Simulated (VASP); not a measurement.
Here is a VASP 6.6.1 calculation.

File INCAR:

```
SYSTEM = B2O3
PREC     = Accurate       ! precision mode
ENCUT    = 1000           ! plane-wave cutoff, eV
EDIFF    = 1E-6           ! SCF threshold, eV
ISMEAR   = 0              ! smearing method
SIGMA    = 0.1            ! smearing width, eV
LREAL    = Auto         
LASPH    = .TRUE.         ! aspherical terms in the spheres
NELM     = 120            ! most SCF steps
ALGO     = Normal         ! electronic algorithm
ISIF     = 2              ! what is computed and relaxed
LWAVE    = .FALSE.        ! write WAVECAR
LCHARG   = .TRUE.         ! write CHGCAR
GGA      = PE             ! functional
LELF     = .TRUE.         ! ELF
LVHAR    = .TRUE.       
NBANDS   = 49             ! bands
ISYM     = 0            
GGA_COMPAT= .FALSE.
```

The input KPOINTS:

```
Automatic mesh
0
Gamma
  2 2 2
  0.5 0.5 0.5
```

Contents of POSCAR:

```
B2O3
1.0
    7.0877053160      0.5507157282      1.1362868280
    0.5443437631      6.4508595439     -0.0235140613
    1.1073114085     -0.0117506495      5.5675450771
B O
6 9
Direct
    0.3718656529      0.4555573004      0.5004771498
    0.0395687373      0.6304406119      0.4948512454
    0.7486315783      0.8603999495      0.4816463994
    0.5838280319      0.2157311076      0.6982353530
    0.8465632984      0.5240938742      0.2642295039
    0.6463282545      0.3314333485      0.0844955570
    0.4553243648      0.3955511213      0.2496894957
    0.8160455608      0.3729204985      0.1221545856
    0.4591203308      0.3934107495      0.6763907505
    0.7180090657      0.7141685152      0.3277069404
    0.9087128494      0.8189662367      0.5653996405
    0.0084079507      0.4825099977      0.3442971863
    0.1925620299      0.5913680617      0.5870199824
    0.6772038111      0.2144352382     -0.1298200231
    0.6147894912      0.0435333613      0.5402280255
```

Potentials or basis: VASP PAW PBE potentials, release 64 (B_h, O_h).

Launch:

```bash
$ cat potpaw_PBE.64/B_h/POTCAR potpaw_PBE.64/O_h/POTCAR > POTCAR
$ mpirun -np 1 vasp_std > vasp.out
```

Question: Predict the largest force.

Answer: 0.021 eV/Å.

Question: What does it give for the band gap on the k mesh?

Answer: 6.60 eV (least direct gap 6.62 eV).

Question: Estimate the pressure.

Answer: 0.0 GPa.

Forces on the atoms (eV/Å):
```
B    0.000  0.004  0.006
B    0.011  0.001  0.010
B   -0.010  0.018  0.004
B   -0.001  0.003 -0.002
B   -0.001 -0.008 -0.012
B   -0.002 -0.007 -0.005
O    0.017  0.002  0.013
O   -0.013  0.006  0.004
O    0.002 -0.010 -0.014
O    0.009 -0.008  0.003
O   -0.007 -0.011 -0.011
O   -0.009  0.012  0.004
O    0.007 -0.010 -0.015
O   -0.014  0.014  0.005
O    0.011 -0.004  0.011
```

Caveat: the k points lie up to 0.59 Å⁻¹ apart.
